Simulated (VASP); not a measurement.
## Li3Ge4N: single point with PBE

The system is Li3Ge4N.

```
Li Ge N
1.0
    -2.44085    2.44085    5.44194
     2.44085   -2.44085    5.44194
     2.44085    2.44085   -5.44194
Li Ge N
3 4 1
Direct
  0.66900 0.66900 0.00000
  0.33100 0.33100 0.00000
  0.00000 0.00000 0.00000
  0.50000 0.00000 0.50000
  0.00000 0.50000 0.50000
  0.75000 0.25000 0.50000
  0.25000 0.75000 0.50000
  0.50000 0.50000 0.00000
```

| Property | Result |
| --- | --- |
| Program | VASP 6.6.1 |
| Task | single point |
| Functional | PBE |
| Potentials or basis | VASP PAW PBE potentials, release 64 (Li_sv, Ge_d, N) |
| Cutoff | 520 eV |
| k mesh | 5 × 5 × 5 |
| Occupations | gaussian, width 0.2 eV |
| Spin | no spin polarisation |
| Dipole correction | no |
| Further INCAR settings | ALGO = Normal; EDIFF = 1e-07; NBANDS = 45 |

| Item | Value |
| --- | --- |
| Largest force | 0.041 eV/Å |
| Band gap on the k mesh | zero (band 35 reaches 4.59 eV, above the bottom of band 36 at 3.66 eV) |

Forces on the atoms (eV/Å):
```
Li   0.000  0.000  0.041
Li   0.000  0.000 -0.041
Li   0.000  0.000  0.000
Ge   0.000  0.000  0.000
Ge   0.000  0.000  0.000
Ge   0.000  0.000  0.000
Ge   0.000  0.000  0.000
N    0.000  0.000  0.000
```

Levels at points of the mesh, in eV from the Fermi level:
```tsv
k point	band 33	band 34	band 35	band 36	band 37	band 38
(0.00, 0.00, 0.00)	-2.04	-0.52	-0.03	-0.03	2.82	2.82
```

Wall time 2.9 min on 1 thread of Intel(R) Xeon(R) Platinum 8259CL CPU @ 2.50GHz (Skylake/Cascade Lake) (shared host), peak memory 0.36 GiB.

Caveat: the k points lie up to 0.36 Å⁻¹ apart.
